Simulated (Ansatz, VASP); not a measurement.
# Al2O3 in VASP and in Ansatz

POSCAR

```
Al2O3
1.0
    3.1025264353      0.0000000000      0.0000000000
   -1.5512632176      2.6868667089      0.0000000000
    0.0000000000      0.0000000000      7.1650680474
Al O
2 3
Direct
    0.0000000000      0.0000000000      0.2779510000
    0.0000000000      0.0000000000      0.7220490000
    0.3333333333      0.6666666667      0.1994540000
    0.6666666667      0.3333333333      0.8005460000
    0.0000000000      0.0000000000      0.5000000000
```

File INCAR.step1:

```
ALGO = Normal
EDIFF = 1E-4
ENCUT = 520
GGA = PE
ISMEAR = 0
LASPH = True
LCHARG = False
LREAL = False
LWAVE = True
NBANDS = 20
NELM = 80
PREC = Accurate
SIGMA = 0.05
```

INCAR.step2

```
ALGO = Normal
EDIFF = 1E-7
ENCUT = 520
ISIF = 2
ISMEAR = 0
ISTART = 1
LASPH = True
LCHARG = True
LELF = True
LMIXTAU = True
LREAL = False
LVHAR = True
LWAVE = False
METAGGA = R2SCAN
NBANDS = 20
NELM = 80
PREC = Accurate
SIGMA = 0.05
```

Contents of KPOINTS:

```
k-points
0
Gamma
  12 12 4
```

Input for Ansatz:

```yaml
crystal:
  lattice:
    - [3.1025264353, 0.0, 0.0]
    - [-1.5512632176, 2.6868667089, 0.0]
    - [0.0, 0.0, 7.1650680474]
  atoms:
    - { symbol: Al, position: [0.0, 0.0, 0.277951] }
    - { symbol: Al, position: [0.0, 0.0, 0.722049] }
    - { symbol: O, position: [0.3333333333, 0.6666666667, 0.199454] }
    - { symbol: O, position: [0.6666666667, 0.3333333333, 0.800546] }
    - { symbol: O, position: [0.0, 0.0, 0.5] }
basis:
  ecutwfc: 500
kpoints:
  mp_grid: { grid: [12, 12, 4] }
hamiltonian:
  xc: r2scan
scf:
  occupations: { method: gaussian, width: 0.05 }
output:
  forces: true
  stress: true
  eigenvalues: true
```

Alike in both runs: task single point; functional r2SCAN; k mesh 12 × 12 × 4; occupations gaussian, width 0.05 eV; no spin polarisation.

|  | VASP | Ansatz |
| --- | --- | --- |
| version | VASP 6.6.1 | Ansatz 0.2.0 |
| potentials or method | VASP PAW PBE potentials, release 64 (Al, O), cutoff 520 eV | scalar-relativistic, plane waves, PAW |
| valence electrons in the cell | 24 | 24 |

|  | VASP | Ansatz | Ansatz less VASP |
| --- | --- | --- | --- |
| gap on the k mesh at the Fermi level (eV) | 3.79 | 3.81 | +0.018 |
| least direct gap on the mesh (eV) | 3.79 | 3.81 | +0.018 |
| pressure (GPa) | -1.3 | -1.3 | -0.07 |
| traceless stress, the component that is largest in VASP (GPa) | 29.00 | 28.21 | -0.788 |
| rms of the force components (eV/Å) | 1.315 | 1.262 | -0.0533 |

VASP's potentials were made for PBE, not for r2SCAN. Atom by atom the forces differ by 0.053 eV/Å (rms over components). The functional is the same, so the differences come from potentials, cutoffs and numerics.
